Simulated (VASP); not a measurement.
# CsAg2 (Pn-3m) in VASP: notebook

CsAg2 is run at these levels: PBE; tasks: single point, relaxation of cell and atoms.

Everything below comes from runs of VASP 6.6.1. Logs are shortened: lines on timing, memory, paths and dates and some standing lists are left out, and cuts for length are marked.

### 1 The cell of the first run

Symmetry: Pn-3m, No. 224, cubic system. The conventional cell has a = 5.759 Å, b = 5.759 Å, c = 5.759 Å, α = 90.00°, β = 90.00°, γ = 90.00°. Within 3.3 Å of Cs (site symmetry -43m) lie 4 Ag at 2.49 Å. Ag (site symmetry -3m) has 2 Cs at 2.49 Å within 3.3 Å.

### 2 Single point, PBE

The input, INCAR:

```
SYSTEM = CsAg2
PREC = Accurate
ENCUT = 520
EDIFF = 1E-6
ISMEAR = 0
SIGMA = 0.1
LREAL = .False.
LASPH = .True.
NELM = 60
ALGO = Fast
ISIF = 2
LWAVE = .False.
LCHARG = .False.
GGA = PE
NBANDS = 40
```

The input, KPOINTS:

```
regular mesh
0
Gamma
  4 4 4
  0 0 0
```

The input, POSCAR:

```
CsAg2
1.0
    5.7592858835      0.0000000000      0.0000000000
    0.0000000000      5.7592858835      0.0000000000
    0.0000000000      0.0000000000      5.7592858835
Cs Ag
2 4
Direct
    0.0000000000      0.0000000000      0.0000000000
    0.5000000000      0.5000000000      0.5000000000
    0.2500000000      0.2500000000      0.2500000000
    0.2500000000      0.7500000000      0.7500000000
    0.7500000000      0.7500000000      0.2500000000
    0.7500000000      0.2500000000      0.7500000000
```

Potentials or basis: VASP PAW PBE potentials, release 64 (Cs_sv, Ag).

Command:

```console
> cat potpaw_PBE.64/Cs_sv/POTCAR potpaw_PBE.64/Ag/POTCAR > POTCAR
> mpirun -np 1 vasp_std > vasp.out
```

OUTCAR:

```text
SYSTEM = CsAg2
   PREC = Accurate
   ENCUT = 520
   EDIFF = 1E-6
   ISMEAR = 0
   LREAL = .False.
   LASPH = .True.
   NELM = 60
   ISIF = 2
   GGA = PE

 ion  position               nearest neighbor table
   1  0.000  0.000  0.000-   3 2.49   4 2.49   5 2.49   6 2.49
   2  0.500  0.500  0.500-   3 2.49   4 2.49   5 2.49   6 2.49
   3  0.250  0.250  0.250-   1 2.49   2 2.49
   4  0.250  0.750  0.750-   1 2.49   2 2.49
   5  0.750  0.750  0.250-   1 2.49   2 2.49
   6  0.750  0.250  0.750-   1 2.49   2 2.49

  LATTYP: Found a simple cubic cell.
 ALAT       =     5.7592858835

  Lattice vectors:

 A1 = (   5.7592858835,   0.0000000000,   0.0000000000)
 A2 = (   0.0000000000,   5.7592858835,   0.0000000000)
 A3 = (   0.0000000000,   0.0000000000,   5.7592858835)

Analysis of symmetry for initial positions (statically):
=====================================================================
 Subroutine PRICEL returns:
 Original cell was already a primitive cell.

 Routine SETGRP: Setting up the symmetry group for a
 simple cubic supercell.

 Subroutine GETGRP returns: Found 48 space group operations
 (whereof 24 operations were pure point group operations)
 out of a pool of 48 trial point group operations.

The static configuration has the point symmetry T_d .
 The point group associated with its full space group is O_h .

Analysis of symmetry for dynamics (positions and initial velocities):
=====================================================================
 Subroutine PRICEL returns:
 Original cell was already a primitive cell.

 Routine SETGRP: Setting up the symmetry group for a
 simple cubic supercell.

 Subroutine GETGRP returns: Found 48 space group operations
 (whereof 24 operations were pure point group operations)
 out of a pool of 48 trial point group operations.

The dynamic configuration has the point symmetry T_d .
 The point group associated with its full space group is O_h .

 Subroutine INISYM returns: Found 48 space group operations
 (whereof 24 operations are pure point group operations),
 and found     1 'primitive' translations

----------------------------------------------------------------------------------------

                                     Primitive cell

  volume of cell :     191.0319

  direct lattice vectors                    reciprocal lattice vectors
     5.759285883  0.000000000  0.000000000     0.173632638  0.000000000  0.000000000
     0.000000000  5.759285883  0.000000000     0.000000000  0.173632638  0.000000000
     0.000000000  0.000000000  5.759285883     0.000000000  0.000000000  0.173632638

  length of vectors
     5.759285883  5.759285883  5.759285883     0.173632638  0.173632638  0.173632638

  position of ions in fractional coordinates (direct lattice)
     0.000000000  0.000000000  0.000000000
     0.500000000  0.500000000  0.500000000
     0.250000000  0.250000000  0.250000000
     0.250000000  0.750000000  0.750000000
     0.750000000  0.750000000  0.250000000
     0.750000000  0.250000000  0.750000000

  ion indices of the primitive-cell ions
   primitive index   ion index
                 1           1
                 2           2
                 3           3
                 4           4
                 5           5
                 6           6

----------------------------------------------------------------------------------------

 KPOINTS: regular mesh

Automatic generation of k-mesh.
 Grid dimensions read from file:
 generate k-points for:    4    4    4

 Generating k-lattice:

  Cartesian coordinates                     Fractional coordinates (reciprocal lattice)
     0.043408159  0.000000000  0.000000000     0.250000000  0.000000000  0.000000000
     0.000000000  0.043408159  0.000000000     0.000000000  0.250000000  0.000000000
     0.000000000  0.000000000  0.043408159     0.000000000  0.000000000  0.250000000

  Length of vectors
     0.043408159  0.043408159  0.043408159

  Shift w.r.t. Gamma in fractional coordinates (k-lattice)
     0.000000000  0.000000000  0.000000000

 Subroutine IBZKPT returns following result:
 ===========================================

 Found     10 irreducible k-points:

 Following reciprocal coordinates:
            Coordinates               Weight
  0.000000  0.000000  0.000000      1.000000
  0.250000  0.000000  0.000000      6.000000
  0.500000  0.000000  0.000000      3.000000
  0.250000  0.250000  0.000000     12.000000
  0.500000  0.250000  0.000000     12.000000
  0.500000  0.500000  0.000000      3.000000
  0.250000  0.250000  0.250000      8.000000
  0.500000  0.250000  0.250000     12.000000
  0.500000  0.500000  0.250000      6.000000
  0.500000  0.500000  0.500000      1.000000
   k-points           NKPTS =     10   k-points in BZ     NKDIM =     10   number of bands    NBANDS=     40
   number of dos      NEDOS =    301   number of ions     NIONS =      6
   total plane-waves  NPLWV = 110592
   dimension x,y,z NGX =    48 NGY =   48 NGZ =   48
   dimension x,y,z NGXF=    96 NGYF=   96 NGZF=   96
   ions per type =               2   4
   NGX,Y,Z   is equivalent  to a cutoff of  13.86, 13.86, 13.86 a.u.
   NGXF,Y,Z  is equivalent  to a cutoff of  27.71, 27.71, 27.71 a.u.
 SYSTEM =  CsAg2
   PREC   = accura    normal or accurate (medium, high low for compatibility)
   ISTART =      0    job   : 0-new  1-cont  2-samecut
   ICHARG =      2    charge: 1-file 2-atom 10-const
   ISPIN  =      1    spin polarized calculation?
   LNONCOLLINEAR =      F non collinear calculations
   LSORBIT =      F    spin-orbit coupling
   LASPH  =      T    aspherical Exc in radial PAW
   ENCUT  =  520.0 eV  38.22 Ry    6.18 a.u.  10.71 10.71 10.71*2*pi/ulx,y,z
   NELM   =     60;   NELMIN=  2; NELMDL= -5     # of ELM steps
   EDIFF  = 0.1E-05   stopping-criterion for ELM
   LREAL  =      F    real-space projection
   EDIFFG = 0.1E-04   stopping-criterion for IOM
   NSW    =      0    number of steps for IOM
   IBRION =     -1    ionic relax: 0-MD 1-quasi-New 2-CG
   NFREE  =      0    steps in history (QN), initial steepest desc. (CG)
   ISIF   =      2    stress and relaxation
   ISYM   =      2    0-nonsym 1-usesym 2-fastsym
   POTIM  = 0.5000    time-step for ionic-motion
   TEBEG  =    0.0;   TEEND  =   0.0 temperature during run
   PSTRESS=    0.0 pullay stress
   NELECT =      62.0000    total number of electrons
   NUPDOWN=      -1.0000    fix difference up-down
   EMIN   =  10.00;   EMAX   =-10.00  energy-range for DOS
   EFERMI =   0.00;   METHOD = LEGACY
   ISMEAR =     0;   SIGMA  =   0.10  broadening in eV -4-tet -1-fermi 0-gaus
   EFERMI_NEDOS =   21; number of points for ismear=-14 and -15
   IALGO  =     68    algorithm
   IMIX   =      4    mixing-type and parameters
     AMIX     =   0.40;   BMIX     =  1.00
     AMIX_MAG =   1.60;   BMIX_MAG =  1.00
  volume/ion in A,a.u.               =      31.84       214.86
  Fermi-wavevector in a.u.,A,eV,Ry     =   1.125046  2.126028 17.221267  1.265727
  Thomas-Fermi vector in A             =   2.261721
   LORBIT       =      0    0 simple, 1 ext, 2 COOP (PROOUT), +10 PAW based schemes
   GGA     = PE    functional components
   LHFCALC =     F    Hartree Fock is set to
   AEXX    =    0.0000 exact exchange contribution
   IVDW    =     0    specifies the selected vdW correction
   LEPSILON=     F    determine dielectric tensor
   LRPA    =     F    only Hartree local field effects (RPA)
 non-spin polarized calculation
 RMM-DIIS sequential band-by-band and
 Gauss-broadening in eV      SIGMA  =   0.10
  energy-cutoff  :      520.00
  volume of cell :      191.03
 maximum number of plane-waves:      5216
 NGX is ok and might be reduce to    48
   NGX = 21   NGY = 21   NGZ = 21

 number of electron      61.9999983 magnetization

 Free energy of the ion-electron system (eV)
  ---------------------------------------------------
  ext. energy  EPLUGINS =         0.00000000
  ---------------------------------------------------
  free energy    TOTEN  =         1.83930427 eV

  energy without entropy =        1.89788557  energy(sigma->0) =        1.86859492

 E-fermi :   3.8722     XC(G=0):  -9.0300

 val. band max:        3.8481018715   @ k =   0.2500   0.2500   0.0000
 cond. band min:       3.9175141712   @ k =   0.5000   0.2500   0.0000
 fundamental gap:      0.0694122997
 Fermi energy:         3.8722296547

 k-point     1 :       0.0000    0.0000    0.0000
  band No.  band energies     occupation
      1     -19.6900      2.00000
      2     -19.4347      2.00000
      3      -7.8261      2.00000
      4      -7.8261      2.00000
      5      -7.8261      2.00000
      6      -6.5093      2.00000
[... 32 lines left out ...]
     39       7.9774      0.00000
     40       7.9785      0.00000

 k-point     2 :       0.2500    0.0000    0.0000
  band No.  band energies     occupation
      1     -19.6535      2.00000
      2     -19.4730      2.00000
      3      -7.7581      2.00000
      4      -7.7581      2.00000
      5      -7.6728      2.00000
      6      -6.7576      2.00000
[... 32 lines left out ...]
     39       7.5751      0.00000
     40       8.9860      0.00000

 k-point     3 :       0.5000    0.0000    0.0000
  band No.  band energies     occupation
      1     -19.5641      2.00000
      2     -19.5641      2.00000
      3      -7.6747      2.00000
      4      -7.6747      2.00000
      5      -7.2595      2.00000
      6      -7.2595      2.00000
[... 32 lines left out ...]
     39       7.9304      0.00000
     40       7.9304      0.00000

 k-point     4 :       0.2500    0.2500    0.0000
  band No.  band energies     occupation
      1     -19.6271      2.00000
      2     -19.4995      2.00000
      3      -7.8053      2.00000
      4      -7.7230      2.00000
      5      -7.4664      2.00000
      6      -7.0060      2.00000
[... 32 lines left out ...]
     39       7.7751      0.00000
     40       8.1373      0.00000

 k-point     5 :       0.5000    0.2500    0.0000
  band No.  band energies     occupation
      1     -19.5634      2.00000
      2     -19.5634      2.00000
      3      -7.7340      2.00000
      4      -7.7340      2.00000
      5      -7.2378      2.00000
      6      -7.2378      2.00000
[... 32 lines left out ...]
     39       8.2940      0.00000
     40       8.2940      0.00000

 k-point     6 :       0.5000    0.5000    0.0000
  band No.  band energies     occupation
      1     -19.5627      2.00000
      2     -19.5627      2.00000
      3      -7.7846      2.00000
      4      -7.7846      2.00000
      5      -7.2234      2.00000
      6      -7.2234      2.00000
[... 32 lines left out ...]
     39       7.8952      0.00000
     40       7.8952      0.00000

 k-point     7 :       0.2500    0.2500    0.2500
  band No.  band energies     occupation
      1     -19.6230      2.00000
      2     -19.5025      2.00000
      3      -7.7717      2.00000
      4      -7.7717      2.00000
      5      -7.4444      2.00000
      6      -7.0458      2.00000
[... 32 lines left out ...]
     39       8.0516      0.00000
     40       8.0516      0.00000

 k-point     8 :       0.5000    0.2500    0.2500
  band No.  band energies     occupation
      1     -19.6187      2.00000
      2     -19.5057      2.00000
      3      -7.7699      2.00000
      4      -7.7351      2.00000
      5      -7.5477      2.00000
      6      -6.9199      2.00000
[... 32 lines left out ...]
     39       7.7857      0.00000
     40       8.6127      0.00000

 k-point     9 :       0.5000    0.5000    0.2500
  band No.  band energies     occupation
      1     -19.6409      2.00000
      2     -19.4810      2.00000
      3      -7.7892      2.00000
      4      -7.7892      2.00000
      5      -7.6276      2.00000
      6      -6.8129      2.00000
[... 32 lines left out ...]
     39       8.8692      0.00000
     40       8.8700      0.00000

 k-point    10 :       0.5000    0.5000    0.5000
  band No.  band energies     occupation
      1     -19.6723      2.00000
      2     -19.4460      2.00000
      3      -7.7937      2.00000
      4      -7.7937      2.00000
      5      -7.7937      2.00000
      6      -6.6399      2.00000
[... 32 lines left out ...]
     39       9.1761      0.00000
     40       9.1761      0.00000

------------------------ aborting loop because EDIFF is reached ----------------------------------------

  FORCE on cell =-STRESS in cart. coord.  units (eV):
  Direction    XX          YY          ZZ          XY          YZ          ZX
  --------------------------------------------------------------------------------------
  -------------------------------------------------------------------------------------
  Total       24.2051852     24.2051852     24.2051852     -0.0000000      0.0000000      0.0000000
  in kB      203.0079672    203.0079672    203.0079672     -0.0000000      0.0000000      0.0000000
  external PRESSURE =     203.0079672 kB  Pullay stress =       0.0000000 kB

 VOLUME and BASIS-vectors are now :
 -----------------------------------------------------------------------------
  energy-cutoff  :      520.00
  volume of cell :      191.03
      direct lattice vectors                 reciprocal lattice vectors
     5.759285883  0.000000000  0.000000000     0.173632638  0.000000000  0.000000000
     0.000000000  5.759285883  0.000000000     0.000000000  0.173632638  0.000000000
     0.000000000  0.000000000  5.759285883     0.000000000  0.000000000  0.173632638

 POSITION                                       TOTAL-FORCE (eV/Angst)
 -----------------------------------------------------------------------------------
      0.00000      0.00000      0.00000        -0.000000      0.000000      0.000000
      2.87964      2.87964      2.87964        -0.000000      0.000000      0.000000
      1.43982      1.43982      1.43982        -0.000000      0.000000      0.000000
      1.43982      4.31946      4.31946         0.000000     -0.000000      0.000000
      4.31946      4.31946      1.43982        -0.000000      0.000000     -0.000000
      4.31946      1.43982      4.31946         0.000000      0.000000     -0.000000
 -----------------------------------------------------------------------------------
    total drift:                               -0.000000     -0.000000      0.000000

  FREE ENERGIE OF THE ION-ELECTRON SYSTEM (eV)
  ---------------------------------------------------
  free  energy   TOTEN  =         1.8393042682 eV

  energy  without entropy=        1.8978855672  energy(sigma->0) =        1.86859492
```

It took 48 s on 1 thread of Intel Xeon 6975P-C (Granite Rapids), shared host; peak memory 0.34 GiB.

Results:

- Free energy: 1.8393 eV
- Pressure: 20.3 GPa
- Band gap on the k mesh: zero (band 31 reaches 4.49 eV, above the bottom of band 32 at 3.78 eV)

Caveat: spin-orbit coupling is left out, which moves the levels of the heavy elements.

(Continued in part 2 of 2.)
